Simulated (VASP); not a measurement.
The system is MnO.

```xyz
2
Lattice="0.0000 2.2239 2.2239 2.2239 0.0000 2.2239 2.2239 2.2239 0.0000" Properties=species:S:1:pos:R:3 pbc="T T T"
Mn    0.0000    0.0000    0.0000
O     2.2239    2.2239    2.2239
```

Base run:

| Property | Result |
| --- | --- |
| Program | VASP 6.6.1 |
| Functional | r2SCAN |
| Potentials or basis | VASP PAW PBE potentials, release 64 (Mn_sv, O) |
| Cutoff | 770 eV |
| k mesh | 10 × 10 × 10 |
| Occupations | fermi-dirac, width 0.05 eV |
| Spin | collinear spin, ferromagnetic start |
| Starting moments | [4.0, 0.0] μB |
| Hubbard terms | Mn d U = 4.0 eV |

Its results: band gap on the k mesh 0.87 eV (least direct gap 3.23 eV); pressure 1.8 GPa; net moment 5.00 μB per cell; site moments Mn +4.57; O +0.16 μB.

Question: The run is repeated on the same cell with these changes: hubbard terms from Mn d U = 4.0 eV to Mn d U = 8.0 eV. What comes out?

Answer: Band gap on the k mesh 1.67 eV (least direct gap 3.31 eV); pressure 3.0 GPa; net moment 5.00 μB per cell; site moments Mn +4.75; O +0.12 μB.

Caveats: the PAW data sets were made with another functional, which shifts forces and pressure a little; a cell with one magnetic atom can't hold antiferromagnetic order, which such compounds often take; the cell stands under pressure (at least some runs).

A k mesh can miss the band edges.
